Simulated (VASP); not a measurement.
The system is Cu.

```
CELL_PARAMETERS angstrom
0.00000 1.80748 1.80748
1.80748 0.00000 1.80748
1.80748 1.80748 0.00000
ATOMIC_POSITIONS crystal
Cu 0.00000 0.00000 0.00000
```

* Program: VASP 6.6.1
* Task: relaxation of cell and atoms
* Functional: r2SCAN
* Potentials or basis: VASP PAW PBE potentials, release 64 (Cu)
* Cutoff: 600 eV
* k mesh: 18 × 18 × 18
* Occupations: fermi-dirac, width 0.05 eV
* Spin: no spin polarisation

At the start: pressure -4.1 GPa; volume 11.81 Å³/atom.

Question: Where does the relaxation end?

Answer: Over 3 steps the energy falls by 4.1 meV/atom and the volume is 11.50 Å³/atom (-2.7 %); space group Fm-3m (No. 225, to 0.05 Å).

The path:
```
step  energy change (eV)  largest force (eV/Å)  pressure (GPa)  volume (Å³)
   1              0.0000                0.0000           -4.12        11.81
   2             -0.0024                0.0000            2.74        11.30
   3             -0.0041                0.0000           -0.03        11.50
```

Final structure:
```yaml
crystal:
  lattice:
    - [0.00000, 1.79137, 1.79137]
    - [1.79137, 0.00000, 1.79137]
    - [1.79137, 1.79137, 0.00000]
  atoms:
    - { symbol: Cu, position: [0.00000, 0.00000, 0.00000] }
```

Caveat: the PAW data sets were made with another functional, which shifts forces and pressure a little.
